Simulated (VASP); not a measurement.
The system is TiSi.

```
CELL_PARAMETERS angstrom
1.81618 -2.11762 0.00000
1.81618 2.11762 0.00000
0.00000 0.00000 3.80393
ATOMIC_POSITIONS crystal
Ti 0.50000 0.50000 0.00000
Si 0.00000 0.00000 0.50000
```

Base run:

| Quantity | Value |
| --- | --- |
| Program | VASP 6.6.1 |
| Functional | r2SCAN |
| Potentials or basis | VASP PAW PBE potentials, release 64 (Ti_sv, Si) |
| Cutoff | 520 eV |
| k mesh | 14 × 14 × 10 |
| Occupations | fermi-dirac, width 0.05 eV |
| Spin | collinear spin |
| Starting moments | [0.6, 0.0] μB |
| Fixed moment | 0.6 μB |

Its results: pressure -0.6 GPa; site moments Ti +0.42; Si -0.01 μB.

Task: The run is repeated on the same cell with these changes: fixed moment from 0.6 μB to 0.2 μB; moments at the start from [0.6, 0.0] to [0.2, 0.0]. What comes out?

Result: Pressure -1.4 GPa; site moments Ti +0.14; Si +0.00 μB.

Caveats: the PAW data sets were made with another functional, which shifts forces and pressure a little; the total moment is fixed, so each spin has its own Fermi level and the state may be an excited one.
